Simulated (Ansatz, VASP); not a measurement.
**SiGe in VASP and in Ansatz**

Contents of INCAR:

```
PREC     = Accurate       # precision mode
ENCUT    = 520            # plane-wave cutoff, eV
EDIFF    = 1E-6           # SCF threshold, eV
ISMEAR   = 0              # smearing method
SIGMA    = 0.03           # smearing width, eV
LREAL    = F              # projectors in reciprocal space
LASPH    = T              # aspherical terms in the spheres
NELM     = 80             # most SCF steps
ALGO     = Normal         # electronic algorithm
ISIF     = 2              # what is computed and relaxed
LWAVE    = F              # write WAVECAR
LCHARG   = F              # write CHGCAR
GGA      = PS             # functional
NBANDS   = 26             # bands
```

Contents of KPOINTS:

```
Automatic mesh
0
Gamma
  12 12 6
```

The input POSCAR:

```
SiGe
1.0
    4.0018446113      0.0000000000      0.0000000000
   -2.0009223057      3.4656990954      0.0000000000
    0.0000000000      0.0000000000      6.6106243379
Si Ge
2 2
Direct
    0.6666666667      0.3333333333      0.8745463082
    0.3333333333      0.6666666667      0.3745463082
    0.6666666667      0.3333333333      0.5082128633
    0.3333333333      0.6666666667      0.0082128633
```

Input for Ansatz:

```yaml
crystal:
  lattice:
    - [4.0018446113, 0.0, 0.0]
    - [-2.0009223057, 3.4656990954, 0.0]
    - [0.0, 0.0, 6.6106243379]
  atoms:
    - { symbol: Si, position: [0.6666666667, 0.3333333333, 0.8745463082] }
    - { symbol: Si, position: [0.3333333333, 0.6666666667, 0.3745463082] }
    - { symbol: Ge, position: [0.6666666667, 0.3333333333, 0.5082128633] }
    - { symbol: Ge, position: [0.3333333333, 0.6666666667, 0.0082128633] }
basis:
  ecutwfc: 420
kpoints:
  mp_grid: { grid: [12, 12, 6] }
hamiltonian:
  xc: pbesol
  pseudopotentials: { kind: paw, azcp: { folder: soft_1 } }
scf:
  occupations: { method: gaussian, width: 0.03 }
output:
  forces: true
  stress: true
  eigenvalues: true
```

Alike in both runs: task single point; functional PBEsol; k mesh 12 × 12 × 6; occupations gaussian, width 0.03 eV; no spin polarisation.

|  | VASP | Ansatz |
| --- | --- | --- |
| version | VASP 6.6.1 | Ansatz 0.2.0 |
| potentials or method | VASP PAW PBE potentials, release 64 (Si, Ge_d), cutoff 520 eV | scalar-relativistic, plane waves, PAW |
| valence electrons in the cell | 36 | 36 |

Ansatz gave:

```
gap on the k mesh at the Fermi level (eV)                     : 0.18
least direct gap on the mesh (eV)                             : 0.18
pressure (GPa)                                                : -5.2
traceless stress, the component that is largest in VASP (GPa) : 1.32
rms of the force components (eV/Å)                            : 0.346
```

Which values does VASP return?

gap on the k mesh at the Fermi level (eV): 0.18; least direct gap on the mesh (eV): 0.19; pressure (GPa): -5.2; traceless stress, the component that is largest in VASP (GPa): 1.31; rms of the force components (eV/Å): 0.346.

VASP's potentials were made for PBE, not for PBEsol, and Ansatz warns of the same on its side. Atom by atom the forces differ by 0.000 eV/Å (rms over components).
